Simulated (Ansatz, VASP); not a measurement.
# One calculation of NaHgF3, two programs

Contents of POSCAR:

```
NaHgF3
1.0
    4.4533746681      0.0000000000      0.0000000000
    0.0000000000      4.4533746681      0.0000000000
    0.0000000000      0.0000000000      4.4533746681
Na Hg F
1 1 3
Direct
    0.0000000000      0.0000000000      0.0000000000
    0.5000000000      0.5000000000      0.5000000000
    0.5000000000      0.5000000000      0.0000000000
    0.5000000000      0.0000000000      0.5000000000
    0.0000000000      0.5000000000      0.5000000000
```

INCAR.step1

```
PREC = Accurate
ENCUT = 520
ISMEAR = 0
SIGMA = 0.01
LREAL = F
LASPH = T
NELM = 100
NBANDS = 28
GGA = PE
ALGO = Normal
EDIFF = 1E-4
LWAVE = T
LCHARG = F
```

The input INCAR.step2:

```
PREC = Accurate
ENCUT = 520
EDIFF = 1E-6
ISMEAR = 0
SIGMA = 0.01
LREAL = F
LASPH = T
NELM = 100
ALGO = Normal
ISIF = 2
LWAVE = F
LCHARG = F
METAGGA = R2SCAN
LMIXTAU = T
NBANDS = 28
ISTART = 1
```

File KPOINTS:

```
Automatic mesh
0
Gamma
  6 6 6
```

Input for Ansatz:

```yaml
crystal:
  lattice:
    - [4.4533746681, 0.0, 0.0]
    - [0.0, 4.4533746681, 0.0]
    - [0.0, 0.0, 4.4533746681]
  atoms:
    - { symbol: Na, position: [0.0, 0.0, 0.0] }
    - { symbol: Hg, position: [0.5, 0.5, 0.5] }
    - { symbol: F, position: [0.5, 0.5, 0.0] }
    - { symbol: F, position: [0.5, 0.0, 0.5] }
    - { symbol: F, position: [0.0, 0.5, 0.5] }
kpoints:
  mp_grid: { grid: [6, 6, 6] }
hamiltonian:
  xc: r2scan
scf:
  occupations: { method: fixed }
  n_extra_bands: 5
output:
  forces: true
  stress: true
  eigenvalues: true
```

Alike in both runs: task single point; functional r2SCAN; k mesh 6 × 6 × 6; no spin polarisation.

```csv
,VASP,Ansatz
version,VASP 6.6.1,Ansatz 0.2.0
potentials or method,"VASP PAW PBE potentials, release 64 (Na_pv, Hg, F)","plane waves, PAW"
plane-wave cutoff (eV),520,500
occupations,"gaussian, width 0.01 eV",fixed
valence electrons in the cell,40,50
```

|  | VASP | Ansatz | Ansatz less VASP |
| --- | --- | --- | --- |
| gap on the k mesh at the Fermi level (eV) | 0.77 | 0.82 | +0.052 |
| pressure (GPa) | 2.6 | 1.9 | -0.65 |

VASP's potentials were made for PBE, not for r2SCAN. VASP's potentials hold 40 valence electrons a cell and Ansatz's 50, so a difference there can come from the potentials and not from the codes.

Neither program's run includes spin-orbit coupling.
